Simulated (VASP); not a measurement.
Input of a VASP 6.6.1 run:

File INCAR:

```
  PREC = Accurate
  ENCUT = 520
  EDIFF = 1E-6
  ISMEAR = 0
  SIGMA = 0.05
  LREAL = Auto
  LASPH = True
  NELM = 80
  ALGO = Normal
  ISIF = 2
  LWAVE = False
  LCHARG = False
  GGA = PE
  IVDW = 12
  NELECT = 252.0
  NBANDS = 162
```

Contents of KPOINTS:

```
Automatic mesh
0
Gamma
  1 1 1
```

Contents of POSCAR:

```
AlSi62
1.0
   10.8600000000      0.0000000000      0.0000000000
    0.0000000000     10.8600000000      0.0000000000
    0.0000000000      0.0000000000     10.8600000000
Si Al
62 1
Direct
    0.5009046041     -0.0026467772     -0.0009639042
    0.6229579190      0.1239704420      0.1264171271
    0.7486384899      0.2485495396      0.0017881215
    0.8744978821      0.3756345304      0.1250825967
    0.7497151013      0.0004368324      0.2503159300
    0.8709553407      0.1306220074      0.3803524862
    0.0008393186     -0.0001584715      0.0021258748
    0.1233647330      0.1267833333      0.1283341621
    0.2505900552      0.2486188766      0.0016612339
    0.3761889503      0.3757391344      0.1237546041
    0.5070093923      0.4959643646     -0.0074837017
    0.6265058932      0.6233454880      0.1212056169
    0.7540622468      0.7420802947     -0.0081293738
    0.8739093923      0.8730127993      0.1230995396
    0.2494347145      0.0006352670      0.2506427256
    0.3711746777      0.1270519337      0.3770203499
    0.4978054328      0.2494546961      0.2504441068
    0.6230864641      0.3760539595      0.3744346225
    0.7495873849      0.5004534991      0.2497623389
    0.8736114180      0.6273082873      0.3743325967
    0.4979033149      0.0002720074      0.4990860037
    0.6230516575      0.1244269797      0.6258188766
    0.7475823204      0.2601629834      0.5099570902
    0.7496683241     -0.0000005525      0.7504197053
    0.8737913444      0.1240607735      0.8776623389
    0.0022166667      0.5013478821      0.0023791897
    0.1264021179      0.6270778085      0.1269952118
    0.2526503683      0.7493312155     -0.0007355433
    0.3748915285      0.8753163904      0.1253205341
   -0.0024710866      0.2524797422      0.2533101289
    0.1175412523      0.3793929098      0.3818982505
    0.2487046961      0.4997497238      0.2514763352
    0.3743557090      0.6260231123      0.3736625230
    0.5009744015      0.7490283610      0.2472438306
    0.6232719153      0.8761573665      0.3738099448
   -0.0026301105      0.0037405157      0.5025378453
    0.1166348066      0.1330975138      0.6294776243
    0.2457150092      0.2527933702      0.5026690608
    0.3746425414      0.3756013812      0.6255525783
    0.4988658379      0.5011297422      0.4991298343
    0.6366006446      0.6134977901      0.6223188766
    0.7485648250      0.7515625230      0.4989302026
    0.8744861878      0.8752127993      0.6256168508
    0.2480221915      0.0022514733      0.7493859116
    0.3742663904      0.1236212707      0.8758631676
    0.4987517495      0.2489104972      0.7509006446
    0.6367514733      0.3714155617      0.8633719153
    0.8804000000      0.6135686924      0.8636639963
    0.0004937385      0.7522159300      0.2503413444
    0.1232029466      0.8785611418      0.3769149171
   -0.0121197053      0.5033919890      0.5117319521
    0.1257163904      0.6274634438      0.6259563536
    0.2502475138      0.7516362799      0.4985981584
    0.3755446593      0.8742960405      0.6254956722
   -0.0130062615      0.2628612339      0.7541639042
    0.1260159300      0.3760243094      0.8778038674
    0.2497993554      0.5003838858      0.7504186924
    0.3781158379      0.6235068140      0.8733754144
    0.5064267035      0.7433275322      0.7459616943
    0.6264871087      0.8715257827      0.8732508287
    0.0020133517      0.7522028545      0.7512183241
    0.1265674954      0.8767932781      0.8765964088
    0.7975745856      0.4547558011      0.7067837937
```

Potentials or basis: VASP PAW PBE potentials, release 64 (Si, Al).

Run with:

```bash
$ cat potpaw_PBE.64/Si/POTCAR potpaw_PBE.64/Al/POTCAR > POTCAR
$ mpirun -np 1 vasp_gam > vasp.out
```

Problem. Estimate the dispersion energy per atom.

Solution. -0.313 eV.

Problem. Estimate the largest force.

Solution. 0.214 eV/Å.

Forces in eV/Å, atoms in the order of the input:
```
Si   0.001  0.000 -0.003
Si   0.007 -0.005  0.004
Si  -0.002 -0.004  0.003
Si   0.000 -0.002  0.001
Si   0.006  0.005  0.006
Si  -0.009  0.011  0.012
Si   0.001  0.002 -0.011
Si   0.004 -0.001 -0.004
Si  -0.003  0.003 -0.005
Si   0.010 -0.002 -0.003
Si  -0.001  0.005  0.003
Si  -0.001  0.000  0.004
Si   0.001  0.011  0.012
Si   0.007  0.007  0.008
Si   0.000 -0.001 -0.003
Si   0.005 -0.004 -0.003
Si   0.007 -0.005 -0.001
Si   0.006  0.003  0.007
Si  -0.002  0.001 -0.005
Si  -0.002 -0.002 -0.006
Si   0.006 -0.002 -0.006
Si   0.005  0.009  0.007
Si   0.003  0.002 -0.003
Si  -0.002 -0.006  0.002
Si  -0.005 -0.009  0.000
Si  -0.002  0.001 -0.004
Si   0.003 -0.008 -0.003
Si   0.000 -0.004 -0.006
Si   0.004 -0.006 -0.004
Si   0.001 -0.001  0.000
Si   0.015 -0.005 -0.011
Si   0.008  0.000 -0.011
Si  -0.002 -0.002 -0.002
Si  -0.001 -0.001  0.000
Si   0.005  0.001 -0.002
Si   0.001 -0.004 -0.002
Si   0.022 -0.022 -0.012
Si   0.008  0.000 -0.001
Si   0.004  0.001  0.000
Si   0.002 -0.001 -0.003
Si  -0.009  0.008 -0.022
Si   0.000 -0.001 -0.004
Si  -0.002  0.000 -0.002
Si   0.010 -0.016 -0.001
Si  -0.003 -0.005  0.001
Si   0.001 -0.004 -0.001
Si  -0.027 -0.021  0.023
Si  -0.001  0.025  0.021
Si   0.002 -0.010  0.000
Si   0.004 -0.005 -0.001
Si   0.014 -0.006 -0.021
Si   0.003 -0.002  0.010
Si  -0.002 -0.002  0.000
Si   0.020 -0.013  0.004
Si   0.020 -0.022 -0.009
Si   0.007  0.009 -0.003
Si   0.005  0.002  0.001
Si   0.005  0.000 -0.001
Si   0.009 -0.008  0.001
Si  -0.001  0.000  0.000
Si   0.000 -0.007 -0.002
Si   0.004 -0.003 -0.006
Al  -0.171  0.118  0.051
```

Caveat: the k points lie up to 0.58 Å⁻¹ apart; the cell carries a net charge on a neutralising background, which shifts energy and pressure.
